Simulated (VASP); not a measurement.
Write the native input for VASP 6.6.1 that does the following.

* Task: single point
* Functional: HSE06
* Potentials or basis: VASP PAW PBE potentials, release 64 (Li_sv, H)
* Cutoff: 520 eV
* k mesh: 8 × 8 × 8
* Occupations: gaussian, width 0.01 eV
* Spin: no spin polarisation
* Dipole correction: no
* Grid for exact exchange (PRECFOCK): Normal
* Further INCAR settings: ALGO = Normal; EDIFF = 1e-06; NBANDS = 9
* Share of exact exchange: 0.25
* Screening parameter: 0.2079 1/Å

The system is LiH.

```xyz
2
Lattice="0.0000 2.1451 2.1666 2.1451 0.0000 2.1666 2.1451 2.1451 0.0000" Properties=species:S:1:pos:R:3 pbc="T T T"
Li    0.0000    0.0000    0.0000
H     1.0726    1.0726    1.0833
```

This cell differs from its parent crystal: uniaxial z strain +1.0%.

These files were run (other wordings do the same):

POSCAR

```
LiH
1.0
    0.0000000000      2.1451220099      2.1665732300
    2.1451220099      0.0000000000      2.1665732300
    2.1451220099      2.1451220099      0.0000000000
Li H
1 1
Direct
    0.0000000000      0.0000000000      0.0000000000
    0.2500000000      0.2500000000      0.2500000000
```

INCAR.step1

```
SYSTEM = LiH
ALGO = Normal
EDIFF = 1E-5
ENCUT = 520
GGA = PE
ISIF = 2
ISMEAR = 0
LASPH = .TRUE.
LCHARG = .FALSE.
LREAL = .FALSE.
LWAVE = .TRUE.
NBANDS = 9
NELM = 80
PREC = Accurate
SIGMA = 0.01
```

INCAR.step2

```
SYSTEM = LiH
ALGO = Normal
EDIFF = 1E-6
ENCUT = 520
GGA = PE
HFSCREEN = 0.2079
ISIF = 2
ISMEAR = 0
ISTART = 1
LASPH = .TRUE.
LCHARG = .FALSE.
LHFCALC = .TRUE.
LREAL = .FALSE.
LWAVE = .FALSE.
NBANDS = 9
NELM = 80
PREC = Accurate
PRECFOCK = Normal
SIGMA = 0.01
```

KPOINTS

```
k-points
0
G
  8 8 8
  0 0 0
```

Potentials or basis: VASP PAW PBE potentials, release 64 (Li_sv, H).

Run with:

```console
$ cat potpaw_PBE.64/Li_sv/POTCAR potpaw_PBE.64/H/POTCAR > POTCAR
$ cp INCAR.step1 INCAR
$ mpirun -np 1 vasp_std > vasp.out
$ cp INCAR.step2 INCAR
$ mpirun -np 1 vasp_std > vasp.out
```

Results of the run:

* Band gap on the k mesh: 5.21 eV (least direct gap 6.39 eV)

Caveat: the cell differs from its parent crystal (uniaxial z strain +1.0%).

It took 9.3 min on 1 thread of Intel(R) Xeon(R) Platinum 8259CL CPU @ 2.50GHz (Skylake/Cascade Lake), on a shared host, peak memory 0.25 GiB.
